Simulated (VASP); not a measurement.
# Se (I4/mmm) in VASP: a series of runs

Se is run at these levels: LDA; tasks: single point.

All numbers are computed with VASP 6.6.1; they aren't measurements. Logs are shortened: lines on timing, memory, paths and dates and some standing lists are left out, and cuts for length are marked.

## 1. The cell of the first run

The structure is tetragonal, space group I4/mmm (No. 139). Conventional cell: a = 3.339 Å, b = 3.339 Å, c = 3.407 Å, α = 90.00°, β = 90.00°, γ = 90.00°. Within 3.8 Å of Se (site symmetry 4/mmm) lie 14 Se at 2.91 to 3.41 Å.

## 2. Single point, LDA (strain -0.0200 x Voigt [1, 1, 0, 0, 0, 0])

File INCAR:

```
SYSTEM = Se
  PREC = Accurate
  ENCUT = 520
  EDIFF = 1E-7
  ISMEAR = 0
  SIGMA = 0.15
  LREAL = .FALSE.
  LASPH = .TRUE.
  NELM = 80
  ALGO = Normal
  ISIF = 2
  LWAVE = .FALSE.
  LCHARG = .FALSE.
  GGA = CA
  NBANDS = 9
```

File KPOINTS:

```
Automatic mesh
0
G
  20 20 20
  0 0 0
```

File POSCAR:

```
Se
1.0
   -1.6693796426      1.6693796426      1.7034486149
    1.6693796426     -1.6693796426      1.7034486149
    1.6693796426      1.6693796426     -1.7034486149
Se
1
Direct
    0.0000000000      0.0000000000      0.0000000000
```

Potentials or basis: VASP PAW LDA potentials, release 64 (Se).

Started as:

```console
$ cat potpaw_LDA.64/Se/POTCAR > POTCAR
$ mpirun -np 1 vasp_std > vasp.out
```

OUTCAR:

```text
SYSTEM = Se
   PREC = Accurate
   ENCUT = 520
   EDIFF = 1E-7
   ISMEAR = 0
   LREAL = .FALSE.
   LASPH = .TRUE.
   NELM = 80
   ISIF = 2
   GGA = CA

 ion  position               nearest neighbor table
   1  0.000  0.000  0.000-

  LATTYP: Found a body centered tetragonal cell.
 ALAT       =     3.3387592852
 C/A-ratio  =     1.0204081633

  Lattice vectors:

 A1 = (  -1.6693796426,   1.6693796426,   1.7034486149)
 A2 = (   1.6693796426,  -1.6693796426,   1.7034486149)
 A3 = (   1.6693796426,   1.6693796426,  -1.7034486149)

Analysis of symmetry for initial positions (statically):
=====================================================================
 Subroutine PRICEL returns:
 Original cell was already a primitive cell.

 Routine SETGRP: Setting up the symmetry group for a
 body centered tetragonal supercell.

 Subroutine GETGRP returns: Found 16 space group operations
 (whereof 16 operations were pure point group operations)
 out of a pool of 16 trial point group operations.

The static configuration has the point symmetry D_4h.

Analysis of symmetry for dynamics (positions and initial velocities):
=====================================================================
 Subroutine PRICEL returns:
 Original cell was already a primitive cell.

 Routine SETGRP: Setting up the symmetry group for a
 body centered tetragonal supercell.

 Subroutine GETGRP returns: Found 16 space group operations
 (whereof 16 operations were pure point group operations)
 out of a pool of 16 trial point group operations.

The dynamic configuration has the point symmetry D_4h.

 Subroutine INISYM returns: Found 16 space group operations
 (whereof 16 operations are pure point group operations),
 and found     1 'primitive' translations

----------------------------------------------------------------------------------------

                                     Primitive cell

  volume of cell :      18.9889

  direct lattice vectors                    reciprocal lattice vectors
    -1.669379643  1.669379643  1.703448615     0.000000000  0.299512458  0.293522209
     1.669379643 -1.669379643  1.703448615     0.299512458  0.000000000  0.293522209
     1.669379643  1.669379643 -1.703448615     0.299512458  0.299512458  0.000000000

  length of vectors
     2.911252989  2.911252989  2.911252989     0.419360226  0.419360226  0.423574580

  position of ions in fractional coordinates (direct lattice)
     0.000000000  0.000000000  0.000000000

  ion indices of the primitive-cell ions
   primitive index   ion index
                 1           1

----------------------------------------------------------------------------------------

 KPOINTS: Automatic mesh

Automatic generation of k-mesh.
 Grid dimensions read from file:
 generate k-points for:   20   20   20

 Generating k-lattice:

  Cartesian coordinates                     Fractional coordinates (reciprocal lattice)
     0.000000000  0.014975623  0.014676110     0.050000000  0.000000000  0.000000000
     0.014975623  0.000000000  0.014676110     0.000000000  0.050000000  0.000000000
     0.014975623  0.014975623  0.000000000     0.000000000  0.000000000  0.050000000

  Length of vectors
     0.020968011  0.020968011  0.021178729

  Shift w.r.t. Gamma in fractional coordinates (k-lattice)
     0.000000000  0.000000000  0.000000000

 Subroutine IBZKPT returns following result:
 ===========================================

 Found    641 irreducible k-points:

 Following reciprocal coordinates:
            Coordinates               Weight
  0.000000  0.000000  0.000000      1.000000
  0.050000  0.000000  0.000000      8.000000
  0.100000 -0.000000  0.000000      8.000000
  0.150000 -0.000000  0.000000      8.000000
  0.200000 -0.000000  0.000000      8.000000
  0.250000 -0.000000  0.000000      8.000000
[... 16 lines left out ...]
 -0.400000  0.050000  0.000000     16.000000
 -0.350000  0.050000 -0.000000     16.000000
 [... further k-points ...]
   k-points           NKPTS =    641   k-points in BZ     NKDIM =    641   number of bands    NBANDS=      9
   number of dos      NEDOS =    301   number of ions     NIONS =      1
   total plane-waves  NPLWV =  13824
   dimension x,y,z NGX =    24 NGY =   24 NGZ =   24
   dimension x,y,z NGXF=    48 NGYF=   48 NGZF=   48
   ions per type =               1
   NGX,Y,Z   is equivalent  to a cutoff of  13.71, 13.71, 13.71 a.u.
   NGXF,Y,Z  is equivalent  to a cutoff of  27.41, 27.41, 27.41 a.u.
 SYSTEM =  Se
   PREC   = accura    normal or accurate (medium, high low for compatibility)
   ISTART =      0    job   : 0-new  1-cont  2-samecut
   ICHARG =      2    charge: 1-file 2-atom 10-const
   ISPIN  =      1    spin polarized calculation?
   LNONCOLLINEAR =      F non collinear calculations
   LSORBIT =      F    spin-orbit coupling
   LASPH  =      T    aspherical Exc in radial PAW
   ENCUT  =  520.0 eV  38.22 Ry    6.18 a.u.   5.41  5.41  5.41*2*pi/ulx,y,z
   NELM   =     80;   NELMIN=  2; NELMDL= -5     # of ELM steps
   EDIFF  = 0.1E-06   stopping-criterion for ELM
   LREAL  =      F    real-space projection
   EDIFFG = 0.1E-05   stopping-criterion for IOM
   NSW    =      0    number of steps for IOM
   IBRION =     -1    ionic relax: 0-MD 1-quasi-New 2-CG
   NFREE  =      0    steps in history (QN), initial steepest desc. (CG)
   ISIF   =      2    stress and relaxation
   ISYM   =      2    0-nonsym 1-usesym 2-fastsym
   POTIM  = 0.5000    time-step for ionic-motion
   TEBEG  =    0.0;   TEEND  =   0.0 temperature during run
   PSTRESS=    0.0 pullay stress
   NELECT =       6.0000    total number of electrons
   NUPDOWN=      -1.0000    fix difference up-down
   EMIN   =  10.00;   EMAX   =-10.00  energy-range for DOS
   EFERMI =   0.00;   METHOD = LEGACY
   ISMEAR =     0;   SIGMA  =   0.15  broadening in eV -4-tet -1-fermi 0-gaus
   EFERMI_NEDOS =   21; number of points for ismear=-14 and -15
   IALGO  =     38    algorithm
   IMIX   =      4    mixing-type and parameters
     AMIX     =   0.40;   BMIX     =  1.00
     AMIX_MAG =   1.60;   BMIX_MAG =  1.00
  volume/ion in A,a.u.               =      18.99       128.14
  Fermi-wavevector in a.u.,A,eV,Ry     =   1.115044  2.107128 16.916450  1.243324
  Thomas-Fermi vector in A             =   2.251645
   LORBIT       =      0    0 simple, 1 ext, 2 COOP (PROOUT), +10 PAW based schemes
   GGA     = CA    functional components
   LHFCALC =     F    Hartree Fock is set to
   AEXX    =    0.0000 exact exchange contribution
   IVDW    =     0    specifies the selected vdW correction
   LEPSILON=     F    determine dielectric tensor
   LRPA    =     F    only Hartree local field effects (RPA)
 non-spin polarized calculation
 Gauss-broadening in eV      SIGMA  =   0.15
  energy-cutoff  :      520.00
  volume of cell :       18.99
 maximum number of plane-waves:       535
 NGX is ok and might be reduce to    24
   NGX = 11   NGY = 11   NGZ = 11

 number of electron       6.0000000 magnetization

 Free energy of the ion-electron system (eV)
  ---------------------------------------------------
  ext. energy  EPLUGINS =         0.00000000
  ---------------------------------------------------
  free energy    TOTEN  =        -3.72149062 eV

  energy without entropy =       -3.71418809  energy(sigma->0) =       -3.71783936

 E-fermi :   6.4480     XC(G=0): -11.0771

 val. band max:        6.4424743018   @ k =  -0.3000   0.5000   0.2000
 cond. band min:       6.4488014524   @ k =  -0.4500   0.4500   0.0000
 fundamental gap:      0.0063271507
 Fermi energy:         6.4479648906

 k-point     1 :       0.0000    0.0000    0.0000
  band No.  band energies     occupation
      1     -10.2908      2.00000
      2       9.7182      0.00000
      3       9.7661      0.00000
      4       9.7661      0.00000
      5      18.4219      0.00000
      6      18.9282      0.00000
      7      18.9282      0.00000
      8      19.3386      0.00000
      9      21.8414      0.00000

 k-point     2 :       0.0500    0.0000    0.0000
  band No.  band energies     occupation
      1     -10.2343      2.00000
      2       9.3668      0.00000
      3       9.6417      0.00000
      4       9.7228      0.00000
      5      18.5478      0.00000
      6      18.8196      0.00000
      7      18.9775      0.00000
      8      19.4346      0.00000
      9      21.2555      0.00000

 k-point     3 :       0.1000   -0.0000    0.0000
  band No.  band energies     occupation
      1     -10.0656      2.00000
      2       8.3968      0.00000
      3       9.3072      0.00000
      4       9.6617      0.00000
      5      18.0137      0.00000
      6      18.2781      0.00000
      7      19.7425      0.00000
      8      20.0701      0.00000
      9      20.8649      0.00000

 k-point     4 :       0.1500   -0.0000    0.0000
  band No.  band energies     occupation
      1      -9.7870      2.00000
      2       7.0943      0.00000
      3       8.8471      0.00000
      4       9.5662      0.00000
      5      17.0998      0.00000
      6      17.5920      0.00000
      7      20.4264      0.00000
      8      21.1087      0.00000
      9      21.2412      0.00000
[... 205 lines left out ...]
 k-point    22 :      -0.4500    0.0500    0.0000
  band No.  band energies     occupation
      1      -6.8559      2.00000
      2      -0.0813      2.00000
      3       6.4994      0.62779
      4       8.6752      0.00000
      5      13.9339      0.00000
      6      15.2680      0.00000
      7      22.1991      0.00000
      8      24.9797      0.00000
      9      26.0939      0.00000

 k-point    23 :      -0.4000    0.0500    0.0000
  band No.  band energies     occupation
      1      -7.4097      2.00000
      2       0.8781      2.00000
      3       6.7256      0.00886
      4       8.7659      0.00000
      5      14.2174      0.00000
      6      15.4743      0.00000
      7      21.4948      0.00000
      8      24.1610      0.00000
      9      26.4465      0.00000

 k-point    24 :      -0.3500    0.0500   -0.0000
  band No.  band energies     occupation
      1      -8.0213      2.00000
      2       2.0855      2.00000
      3       7.0559      0.00000
      4       8.8915      0.00000
      5      14.6455      0.00000
      6      15.7839      0.00000
      7      20.9266      0.00000
      8      23.3963      0.00000
      9      25.4156      0.00000

 [... further k-points ...]

------------------------ aborting loop because EDIFF is reached ----------------------------------------

  FORCE on cell =-STRESS in cart. coord.  units (eV):
  Direction    XX          YY          ZZ          XY          YZ          ZX
  --------------------------------------------------------------------------------------
  -------------------------------------------------------------------------------------
  Total        0.0690871      0.0690871     -0.1322819      0.0000000      0.0000000      0.0000000
  in kB        5.8291874      5.8291874    -11.1612181      0.0000000      0.0000000      0.0000000
  external PRESSURE =       0.1657189 kB  Pullay stress =       0.0000000 kB

 VOLUME and BASIS-vectors are now :
 -----------------------------------------------------------------------------
  energy-cutoff  :      520.00
  volume of cell :       18.99
      direct lattice vectors                 reciprocal lattice vectors
    -1.669379643  1.669379643  1.703448615     0.000000000  0.299512458  0.293522209
     1.669379643 -1.669379643  1.703448615     0.299512458  0.000000000  0.293522209
     1.669379643  1.669379643 -1.703448615     0.299512458  0.299512458  0.000000000

 POSITION                                       TOTAL-FORCE (eV/Angst)
 -----------------------------------------------------------------------------------
      0.00000      0.00000      0.00000        -0.000000      0.000000      0.000000
 -----------------------------------------------------------------------------------
    total drift:                                0.000000     -0.000000     -0.000000

  FREE ENERGIE OF THE ION-ELECTRON SYSTEM (eV)
  ---------------------------------------------------
  free  energy   TOTEN  =        -3.7214906235 eV

  energy  without entropy=       -3.7141880949  energy(sigma->0) =       -3.71783936
```

Wall time 26 s (1 thread of Intel Xeon 6975P-C (Granite Rapids), shared host); peak memory 0.21 GiB.

What came out:

| Quantity | Value |
| --- | --- |
| Free energy | -3.7215 eV |
| Pressure | 0.0 GPa |
| Band gap on the k mesh | zero (bands 3 and 4 overlap by 7.33 eV) |

Stress tensor (GPa, compression positive):
```
 0.58  0.00  0.00
 0.00  0.58  0.00
 0.00  0.00 -1.12
```

Caveat: the cell differs from its parent crystal (strain -0.0200 x Voigt [1, 1, 0, 0, 0, 0]).

## 3. Single point, LDA (strain -0.0150 x Voigt [1, 1, 0, 0, 0, 0])

File INCAR:

```
PREC = Accurate
ENCUT = 520
EDIFF = 1E-7
ISMEAR = 0
SIGMA = 0.15
LREAL = False
LASPH = True
NELM = 60
ALGO = Normal
ISIF = 2
LWAVE = False
LCHARG = False
GGA = CA
NBANDS = 9
```

File KPOINTS:

```
Automatic mesh
0
Gamma
  20 20 20
```

File POSCAR:

```
Se
1.0
   -1.6778968857      1.6778968857      1.7034486149
    1.6778968857     -1.6778968857      1.7034486149
    1.6778968857      1.6778968857     -1.7034486149
Se
1
Direct
    0.0000000000      0.0000000000      0.0000000000
```

Potentials or basis: VASP PAW LDA potentials, release 64 (Se).

Started as:

```console
$ cat potpaw_LDA.64/Se/POTCAR > POTCAR
$ mpirun -np 1 vasp_std > vasp.out
```

Run time: 26 s. Hardware: 1 thread of Intel Xeon 6975P-C (Granite Rapids), shared host; peak memory 0.21 GiB.

Results (log left out):

| Property | Result |
| --- | --- |
| Free energy | -3.7216 eV |
| Pressure | -0.9 GPa |
| Band gap on the k mesh | zero (bands 3 and 4 overlap by 7.24 eV) |

Stress tensor (GPa, compression positive):
```
-0.47  0.00  0.00
 0.00 -0.47  0.00
 0.00  0.00 -1.74
```

Levels at points of the mesh, in eV from the Fermi level:
| k point | band 1 | band 2 | band 3 | band 4 | band 5 | band 6 | band 7 | band 8 |
| --- | --- | --- | --- | --- | --- | --- | --- | --- |
| (0.00, 0.00, 0.00) | -16.64 | 3.23 | 3.26 | 3.26 | 11.83 | 12.49 | 12.49 | 12.80 |
| (0.50, 0.00, 0.00) | -12.89 | -7.11 | 0.12 | 2.35 | 7.02 | 8.41 | 17.54 | 18.20 |
| (0.50, 0.50, 0.00) | -12.81 | -7.07 | -0.02 | 2.16 | 6.82 | 8.13 | 17.91 | 18.74 |
| (0.50, 0.50, 0.50) | -10.23 | -3.60 | -3.33 | -3.33 | 3.76 | 3.89 | 23.18 | 23.27 |

Caveat: the cell differs from its parent crystal (strain -0.0150 x Voigt [1, 1, 0, 0, 0, 0]).

## 4. Single point, LDA (strain -0.0100 x Voigt [1, 1, 0, 0, 0, 0])

File INCAR:

```
SYSTEM = Se
ALGO = Normal
EDIFF = 1E-6
ENCUT = 520
ISIF = 2
ISMEAR = 0
LASPH = .True.
LCHARG = .False.
LREAL = .False.
LWAVE = .False.
NBANDS = 9
NELM = 100
PREC = Accurate
SIGMA = 0.15
```

File KPOINTS:

```
k-points
0
Gamma
  20 20 20
  0 0 0
```

File POSCAR:

```
Se
1.0
   -1.6864141288      1.6864141288      1.7034486149
    1.6864141288     -1.6864141288      1.7034486149
    1.6864141288      1.6864141288     -1.7034486149
Se
1
Direct
    0.0000000000      0.0000000000      0.0000000000
```

Started as:

```console
$ cat potpaw_LDA.64/Se/POTCAR > POTCAR
$ mpirun -np 1 vasp_std > vasp.out
```

Wall time 24 s (1 thread of Intel Xeon 6975P-C (Granite Rapids), shared host); peak memory 0.21 GiB.

The run converged. Its results:

| Quantity | Value |
| --- | --- |
| Free energy | -3.7204 eV |
| Pressure | -1.8 GPa |
| Band gap on the k mesh | zero (bands 3 and 4 overlap by 7.14 eV) |

Stress tensor (GPa, compression positive):
```
-1.51  0.00  0.00
 0.00 -1.51  0.00
 0.00  0.00 -2.33
```

Levels at points of the mesh, in eV from the Fermi level:
```tsv
k point	band 1	band 2	band 3	band 4	band 5	band 6	band 7	band 8
(0.00, 0.00, 0.00)	-16.53	3.19	3.21	3.21	11.69	12.51	12.51	12.71
(0.50, 0.00, 0.00)	-12.84	-7.01	0.10	2.30	6.99	8.39	17.54	18.22
(0.50, 0.50, 0.00)	-12.80	-6.99	0.01	2.18	6.86	8.21	17.77	18.56
(0.50, 0.50, 0.50)	-10.25	-3.49	-3.32	-3.32	3.83	3.92	23.10	23.16
```

Caveat: the cell differs from its parent crystal (strain -0.0100 x Voigt [1, 1, 0, 0, 0, 0]).

## 5. Single point, LDA (strain -0.0050 x Voigt [1, 1, 0, 0, 0, 0])

File INCAR:

```
SYSTEM = Se
PREC = Accurate ; ENCUT = 520
EDIFF = 1E-6 ; ISMEAR = 0
SIGMA = 0.15 ; LREAL = .FALSE.
LASPH = .TRUE. ; NELM = 80
ALGO = Normal ; ISIF = 2
LWAVE = .FALSE. ; LCHARG = .FALSE.
NBANDS = 9
```

File KPOINTS:

```
Automatic mesh
0
G
  20 20 20
  0 0 0
```

File POSCAR:

```
Se
1.0
   -1.6949313718      1.6949313718      1.7034486149
    1.6949313718     -1.6949313718      1.7034486149
    1.6949313718      1.6949313718     -1.7034486149
Se
1
Direct
    0.0000000000      0.0000000000      0.0000000000
```

Started as:

```console
$ cat potpaw_LDA.64/Se/POTCAR > POTCAR
$ mpirun -np 1 vasp_std > vasp.out
```

Run time: 24 s. Hardware: 1 thread of Intel Xeon 6975P-C (Granite Rapids), shared host; peak memory 0.22 GiB.

The run converged. Its results:

- Free energy: -3.7179 eV
- Pressure: -2.6 GPa
- Band gap on the k mesh: zero (bands 3 and 4 overlap by 7.05 eV)

Stress tensor (GPa, compression positive):
```
-2.47  0.00  0.00
 0.00 -2.47  0.00
 0.00  0.00 -2.87
```

Levels at points of the mesh, in eV from the Fermi level:
```csv
k point,band 1,band 2,band 3,band 4,band 5,band 6,band 7,band 8
"(0.00, 0.00, 0.00)",-16.44,3.15,3.16,3.16,11.55,12.52,12.52,12.62
"(0.50, 0.00, 0.00)",-12.80,-6.92,0.08,2.26,6.96,8.38,17.53,18.22
"(0.50, 0.50, 0.00)",-12.78,-6.91,0.04,2.19,6.90,8.29,17.64,18.38
"(0.50, 0.50, 0.50)",-10.27,-3.39,-3.31,-3.31,3.90,3.95,23.01,23.04
```

Caveat: the cell differs from its parent crystal (strain -0.0050 x Voigt [1, 1, 0, 0, 0, 0]).

## 6. Overview

| cell | gap on the mesh (eV) | pressure (GPa) |
| --- | --- | --- |
| a = 2.911 Å, angles 110.0, 110.0, 108.4°, 1 atom | none | 0.0 |
| a = 2.921 Å, angles 109.9, 109.9, 108.7°, 1 atom | none | -0.9 |
| a = 2.931 Å, angles 109.7, 109.7, 108.9°, 1 atom | none | -1.8 |
| a = 2.941 Å, angles 109.6, 109.6, 109.2°, 1 atom | none | -2.6 |

Alike in all rows: task single point; level LDA; potentials or basis VASP PAW LDA potentials, release 64 (Se); no spin polarisation; k mesh 20 × 20 × 20; cutoff (eV) 520; smearing gaussian 0.15 eV.

Absolute energies hang on the potentials; compare differences alone.
